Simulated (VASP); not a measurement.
A run of VASP 6.6.1 is set up as follows.

File INCAR:

```
PREC = Accurate
ENCUT = 520
EDIFF = 1E-6
ISMEAR = 0
SIGMA = 0.1
LREAL = F
LASPH = T
NELM = 80
ALGO = Normal
ISIF = 2
LWAVE = F
LCHARG = F
GGA = PE
NBANDS = 12
```

KPOINTS

```
Automatic mesh
0
Gamma
  8 8 8
```

The input POSCAR:

```
Ta
1.0
   -1.6539927033      1.6539927033      1.6539927033
    1.6539927033     -1.6539927033      1.6539927033
    1.6539927033      1.6539927033     -1.6539927033
Ta
1
Direct
    0.0000000000      0.0000000000      0.0000000000
```

Potentials or basis: VASP PAW PBE potentials, release 64 (Ta_pv).

Launch:

```console
$ cat potpaw_PBE.64/Ta_pv/POTCAR > POTCAR
$ mpirun -np 1 vasp_std > vasp.out
```

Task: Estimate the pressure.

Result: 0.1 GPa.
